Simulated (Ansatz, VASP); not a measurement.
# One calculation of Bi6O, two programs

```
Bi O
1.0
     3.12204    1.80251    5.73522
    -3.12204    1.80251    5.73522
     0.00000   -3.60502    5.73522
Bi O
6 1
Direct
  0.72785 0.07959 0.44521
  0.07959 0.44521 0.72785
  0.44521 0.72785 0.07959
  0.55479 0.27215 0.92041
  0.92041 0.55479 0.27215
  0.27215 0.92041 0.55479
  0.00000 0.00000 0.00000
```

Alike in both runs: functional PBE; k mesh 6 × 6 × 6; occupations gaussian, width 0.1 eV; no spin polarisation.

Ansatz relaxed the structure, and its values are those at the end. VASP's run is a single point on that final structure, the one shown.

```csv
,VASP,Ansatz
version,VASP 6.6.1,Ansatz 0.2.0
potentials or method,"VASP PAW PBE potentials, release 64 (Bi_d, O), cutoff 520 eV","scalar-relativistic, plane waves, PAW"
valence electrons in the cell,96,96
```

VASP gave:

| Item | Value |
| --- | --- |
| gap on the k mesh at the Fermi level (eV) | none |
| pressure (GPa) | -0.1 |

What did Ansatz give for the same quantities?

gap on the k mesh at the Fermi level (eV): none; pressure (GPa): 0.0.

A gap of «none» marks a metal or a gap that the smearing closes.

Neither program's run includes spin-orbit coupling.
